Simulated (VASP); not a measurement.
# BaTiO3 in VASP: notebook

The runs below take BaTiO3 through single point, with LDA, PBE.

Program: VASP 6.6.1. These are calculated values, not measurements. Logs are shortened: lines on timing, memory, paths and dates and some standing lists are left out, and cuts for length are marked.

## (1) The cell of the first run

It takes space group Pm-3m (No. 221, cubic). Conventional cell: a = 3.952 Å, b = 3.952 Å, c = 3.952 Å, α = 90.00°, β = 90.00°, γ = 90.00°. Ba (site symmetry m-3m) has 12 O at 2.79 Å and 8 Ti at 3.42 Å within 3.7 Å. Within 2.6 Å of Ti (site symmetry m-3m) lie 6 O at 1.98 Å. Within 2.6 Å of O (site symmetry 4/mmm) lie 2 Ti at 1.98 Å.

## (2) Single point, LDA

INCAR

```
PREC     = Accurate       # precision mode
ENCUT    = 1340           # plane-wave cutoff, eV
EDIFF    = 1E-6           # SCF threshold, eV
ISMEAR   = -1             # smearing method
SIGMA    = 0.05           # smearing width, eV
LREAL    = F              # projectors in reciprocal space
LASPH    = T              # aspherical terms in the spheres
NELM     = 120            # most SCF steps
ALGO     = Normal         # electronic algorithm
ISIF     = 2              # what is computed and relaxed
LWAVE    = F              # write WAVECAR
LCHARG   = F              # write CHGCAR
NBANDS   = 28             # bands
GGA_COMPAT= F
```

KPOINTS

```
regular mesh
0
Gamma
  7 7 7
```

POSCAR

```
BaTiO3
1.0
    3.9518582279      0.0000000000      0.0000000000
    0.0000000000      3.9518582279      0.0000000000
    0.0000000000      0.0000000000      3.9518582279
Ba Ti O
1 1 3
Direct
    0.5000000000      0.5000000000      0.5000000000
    0.0000000000      0.0000000000      0.0000000000
    0.0000000000      0.0000000000      0.5000000000
    0.0000000000      0.5000000000      0.0000000000
    0.5000000000      0.0000000000      0.0000000000
```

Potentials or basis: VASP PAW LDA potentials, release 64 (Ba_sv, Ti_sv, O_h).

Launch:

```sh
$ cat potpaw_LDA.64/Ba_sv/POTCAR potpaw_LDA.64/Ti_sv/POTCAR potpaw_LDA.64/O_h/POTCAR > POTCAR
$ mpirun -np 1 vasp_std > vasp.out
```

OUTCAR:

```text
PREC = Accurate
   ENCUT = 1340
   EDIFF = 1E-6
   ISMEAR = -1
   LREAL = F
   LASPH = T
   NELM = 120
   ISIF = 2

 ion  position               nearest neighbor table
   1  0.500  0.500  0.500-   3 2.79   4 2.79   5 2.79   4 2.79   5 2.79   3 2.79   5 2.79   5 2.79
                             3 2.79   4 2.79   4 2.79   3 2.79   2 3.42   2 3.42   2 3.42   2 3.42
   2  0.000  0.000  0.000-   3 1.98   4 1.98   5 1.98   3 1.98   4 1.98   5 1.98   1 3.42   1 3.42
                             1 3.42   1 3.42   1 3.42   1 3.42   1 3.42   1 3.42
   3  0.000  0.000  0.500-   2 1.98   2 1.98   1 2.79   1 2.79   1 2.79   1 2.79
   4  0.000  0.500  0.000-   2 1.98   2 1.98   1 2.79   1 2.79   1 2.79   1 2.79
   5  0.500  0.000  0.000-   2 1.98   2 1.98   1 2.79   1 2.79   1 2.79   1 2.79

  LATTYP: Found a simple cubic cell.
 ALAT       =     3.9518582279

  Lattice vectors:

 A1 = (   3.9518582279,   0.0000000000,   0.0000000000)
 A2 = (   0.0000000000,   3.9518582279,   0.0000000000)
 A3 = (   0.0000000000,   0.0000000000,   3.9518582279)

Analysis of symmetry for initial positions (statically):
=====================================================================
 Subroutine PRICEL returns:
 Original cell was already a primitive cell.

 Routine SETGRP: Setting up the symmetry group for a
 simple cubic supercell.

 Subroutine GETGRP returns: Found 48 space group operations
 (whereof 48 operations were pure point group operations)
 out of a pool of 48 trial point group operations.

The static configuration has the point symmetry O_h .

Analysis of symmetry for dynamics (positions and initial velocities):
=====================================================================
 Subroutine PRICEL returns:
 Original cell was already a primitive cell.

 Routine SETGRP: Setting up the symmetry group for a
 simple cubic supercell.

 Subroutine GETGRP returns: Found 48 space group operations
 (whereof 48 operations were pure point group operations)
 out of a pool of 48 trial point group operations.

The dynamic configuration has the point symmetry O_h .

 Subroutine INISYM returns: Found 48 space group operations
 (whereof 48 operations are pure point group operations),
 and found     1 'primitive' translations

----------------------------------------------------------------------------------------

                                     Primitive cell

  volume of cell :      61.7169

  direct lattice vectors                    reciprocal lattice vectors
     3.951858228  0.000000000  0.000000000     0.253045515  0.000000000  0.000000000
     0.000000000  3.951858228  0.000000000     0.000000000  0.253045515  0.000000000
     0.000000000  0.000000000  3.951858228     0.000000000  0.000000000  0.253045515

  length of vectors
     3.951858228  3.951858228  3.951858228     0.253045515  0.253045515  0.253045515

  position of ions in fractional coordinates (direct lattice)
     0.500000000  0.500000000  0.500000000
     0.000000000  0.000000000  0.000000000
     0.000000000  0.000000000  0.500000000
     0.000000000  0.500000000  0.000000000
     0.500000000  0.000000000  0.000000000

  ion indices of the primitive-cell ions
   primitive index   ion index
                 1           1
                 2           2
                 3           3
                 4           4
                 5           5

----------------------------------------------------------------------------------------

 KPOINTS: regular mesh

Automatic generation of k-mesh.
 Grid dimensions read from file:
 generate k-points for:    7    7    7

 Generating k-lattice:

  Cartesian coordinates                     Fractional coordinates (reciprocal lattice)
     0.036149359  0.000000000  0.000000000     0.142857143  0.000000000  0.000000000
     0.000000000  0.036149359  0.000000000     0.000000000  0.142857143  0.000000000
     0.000000000  0.000000000  0.036149359     0.000000000  0.000000000  0.142857143

  Length of vectors
     0.036149359  0.036149359  0.036149359

  Shift w.r.t. Gamma in fractional coordinates (k-lattice)
     0.000000000  0.000000000  0.000000000

 Subroutine IBZKPT returns following result:
 ===========================================

 Found     20 irreducible k-points:

 Following reciprocal coordinates:
            Coordinates               Weight
  0.000000  0.000000  0.000000      1.000000
  0.142857  0.000000  0.000000      6.000000
  0.285714  0.000000  0.000000      6.000000
  0.428571  0.000000  0.000000      6.000000
  0.142857  0.142857  0.000000     12.000000
  0.285714  0.142857  0.000000     24.000000
[... 12 lines left out ...]
  0.428571  0.428571  0.285714     24.000000
  0.428571  0.428571  0.428571      8.000000
   k-points           NKPTS =     20   k-points in BZ     NKDIM =     20   number of bands    NBANDS=     28
   number of dos      NEDOS =    301   number of ions     NIONS =      5
   total plane-waves  NPLWV = 110592
   dimension x,y,z NGX =    48 NGY =   48 NGZ =   48
   dimension x,y,z NGXF=    96 NGYF=   96 NGZF=   96
   ions per type =               1   1   3
   NGX,Y,Z   is equivalent  to a cutoff of  20.19, 20.19, 20.19 a.u.
   NGXF,Y,Z  is equivalent  to a cutoff of  40.39, 40.39, 40.39 a.u.
 SYSTEM =  unknown system
   PREC   = accura    normal or accurate (medium, high low for compatibility)
   ISTART =      0    job   : 0-new  1-cont  2-samecut
   ICHARG =      2    charge: 1-file 2-atom 10-const
   ISPIN  =      1    spin polarized calculation?
   LNONCOLLINEAR =      F non collinear calculations
   LSORBIT =      F    spin-orbit coupling
   LASPH  =      T    aspherical Exc in radial PAW
   ENCUT  = 1340.0 eV  98.49 Ry    9.92 a.u.  11.80 11.80 11.80*2*pi/ulx,y,z
   NELM   =    120;   NELMIN=  2; NELMDL= -5     # of ELM steps
   EDIFF  = 0.1E-05   stopping-criterion for ELM
   LREAL  =      F    real-space projection
   EDIFFG = 0.1E-04   stopping-criterion for IOM
   NSW    =      0    number of steps for IOM
   IBRION =     -1    ionic relax: 0-MD 1-quasi-New 2-CG
   NFREE  =      0    steps in history (QN), initial steepest desc. (CG)
   ISIF   =      2    stress and relaxation
   ISYM   =      2    0-nonsym 1-usesym 2-fastsym
   POTIM  = 0.5000    time-step for ionic-motion
   TEBEG  =    0.0;   TEEND  =   0.0 temperature during run
   PSTRESS=    0.0 pullay stress
   NELECT =      40.0000    total number of electrons
   NUPDOWN=      -1.0000    fix difference up-down
   EMIN   =  10.00;   EMAX   =-10.00  energy-range for DOS
   EFERMI =   0.00;   METHOD = LEGACY
   ISMEAR =    -1;   SIGMA  =   0.05  broadening in eV -4-tet -1-fermi 0-gaus
   EFERMI_NEDOS =   21; number of points for ismear=-14 and -15
   IALGO  =     38    algorithm
   IMIX   =      4    mixing-type and parameters
     AMIX     =   0.40;   BMIX     =  1.00
     AMIX_MAG =   1.60;   BMIX_MAG =  1.00
  volume/ion in A,a.u.               =      12.34        83.30
  Fermi-wavevector in a.u.,A,eV,Ry     =   1.416751  2.677271 27.309381  2.007183
  Thomas-Fermi vector in A             =   2.538053
   LORBIT       =      0    0 simple, 1 ext, 2 COOP (PROOUT), +10 PAW based schemes
   GGA     = CA    functional components
   LHFCALC =     F    Hartree Fock is set to
   AEXX    =    0.0000 exact exchange contribution
   IVDW    =     0    specifies the selected vdW correction
   LEPSILON=     F    determine dielectric tensor
   LRPA    =     F    only Hartree local field effects (RPA)
 non-spin polarized calculation
  energy-cutoff  :     1340.00
  volume of cell :       61.72
 maximum number of plane-waves:      6931
 NGX is ok and might be reduce to    48
   NGX = 23   NGY = 23   NGZ = 23

 number of electron      39.9999998 magnetization

 Free energy of the ion-electron system (eV)
  ---------------------------------------------------
  ext. energy  EPLUGINS =         0.00000000
  ---------------------------------------------------
  free energy    TOTEN  =       -44.18474393 eV

  energy without entropy =      -44.18474393  energy(sigma->0) =      -44.18474393

 E-fermi :   5.0711     XC(G=0): -11.9389

 val. band max:        4.1369572520   @ k =   0.4286   0.4286   0.4286
 cond. band min:       5.9361439728   @ k =   0.0000   0.0000   0.0000
 fundamental gap:      1.7991867208
 Fermi energy:         5.0710802728

 k-point     1 :       0.0000    0.0000    0.0000
  band No.  band energies     occupation
      1     -51.5179      2.00000
      2     -28.1553      2.00000
      3     -28.1553      2.00000
      4     -28.1553      2.00000
      5     -20.3731      2.00000
      6     -12.4580      2.00000
[... 20 lines left out ...]
     27       9.1458      0.00000
     28      11.8402      0.00000

 k-point     2 :       0.1429    0.0000    0.0000
  band No.  band energies     occupation
      1     -51.5177      2.00000
      2     -28.1677      2.00000
      3     -28.1548      2.00000
      4     -28.1548      2.00000
      5     -20.3452      2.00000
      6     -12.4841      2.00000
[... 20 lines left out ...]
     27       9.5745      0.00000
     28      12.3382      0.00000

 k-point     3 :       0.2857    0.0000    0.0000
  band No.  band energies     occupation
      1     -51.5171      2.00000
      2     -28.1954      2.00000
      3     -28.1537      2.00000
      4     -28.1537      2.00000
      5     -20.2812      2.00000
      6     -12.6221      2.00000
[... 20 lines left out ...]
     27      10.6562      0.00000
     28      12.6747      0.00000

 k-point     4 :       0.4286    0.0000    0.0000
  band No.  band energies     occupation
      1     -51.5167      2.00000
      2     -28.2174      2.00000
      3     -28.1527      2.00000
      4     -28.1527      2.00000
      5     -20.2284      2.00000
      6     -12.7701      2.00000
[... 454 lines left out ...]
     27      12.3387      0.00000
     28      12.5243      0.00000

 k-point    19 :       0.4286    0.4286    0.2857
  band No.  band energies     occupation
      1     -51.5146      2.00000
      2     -28.2109      2.00000
      3     -28.2108      2.00000
      4     -28.1886      2.00000
      5     -20.0857      2.00000
      6     -11.8200      2.00000
[... 20 lines left out ...]
     27      12.1685      0.00000
     28      12.3193      0.00000

 k-point    20 :       0.4286    0.4286    0.4286
  band No.  band energies     occupation
      1     -51.5142      2.00000
      2     -28.2098      2.00000
      3     -28.2096      2.00000
      4     -28.2096      2.00000
      5     -20.0569      2.00000
      6     -11.5852      2.00000
[... 20 lines left out ...]
     27      12.1854      0.00000
     28      12.1854      0.00000

------------------------ aborting loop because EDIFF is reached ----------------------------------------

  FORCE on cell =-STRESS in cart. coord.  units (eV):
  Direction    XX          YY          ZZ          XY          YZ          ZX
  --------------------------------------------------------------------------------------
  -------------------------------------------------------------------------------------
  Total       -0.0878700     -0.0878700     -0.0878700      0.0000000     -0.0000000      0.0000000
  in kB       -2.2811145     -2.2811145     -2.2811145      0.0000000     -0.0000000      0.0000000
  external PRESSURE =      -2.2811145 kB  Pullay stress =       0.0000000 kB

 VOLUME and BASIS-vectors are now :
 -----------------------------------------------------------------------------
  energy-cutoff  :     1340.00
  volume of cell :       61.72
      direct lattice vectors                 reciprocal lattice vectors
     3.951858228  0.000000000  0.000000000     0.253045515  0.000000000  0.000000000
     0.000000000  3.951858228  0.000000000     0.000000000  0.253045515  0.000000000
     0.000000000  0.000000000  3.951858228     0.000000000  0.000000000  0.253045515

 POSITION                                       TOTAL-FORCE (eV/Angst)
 -----------------------------------------------------------------------------------
      1.97593      1.97593      1.97593         0.000000      0.000000      0.000000
      0.00000      0.00000      0.00000         0.000000      0.000000      0.000000
      0.00000      0.00000      1.97593         0.000000      0.000000      0.000000
      0.00000      1.97593      0.00000         0.000000      0.000000      0.000000
      1.97593      0.00000      0.00000         0.000000      0.000000      0.000000
 -----------------------------------------------------------------------------------
    total drift:                                0.000000      0.000000      0.000000

  FREE ENERGIE OF THE ION-ELECTRON SYSTEM (eV)
  ---------------------------------------------------
  free  energy   TOTEN  =       -44.1847439333 eV

  energy  without entropy=      -44.1847439309  energy(sigma->0) =      -44.18474393
```

Wall time 2 min (1 thread of Intel Xeon Platinum 8375C at 2.90GHz (Ice Lake), shared host); peak memory 0.37 GiB.

What came out:

```
Free energy            : -44.1847 eV
Pressure               : -0.2 GPa
Band gap on the k mesh : 1.80 eV (least direct gap 1.83 eV)
```

Levels at points of the mesh, in eV from the valence-band top:
| k point | band 16 | band 17 | band 18 | band 19 | band 20 | band 21 | band 22 | band 23 | band 24 | band 25 |
| --- | --- | --- | --- | --- | --- | --- | --- | --- | --- | --- |
| (0.00, 0.00, 0.00) | -1.11 | -1.11 | -0.03 | -0.03 | -0.03 | 1.80 | 1.80 | 1.80 | 4.28 | 4.28 |

Caveat: spin-orbit coupling is left out, which moves the levels of the heavy elements; an odd mesh through Γ misses points on the zone boundary, where band edges can lie.

(Continued in part 2 of 3.)
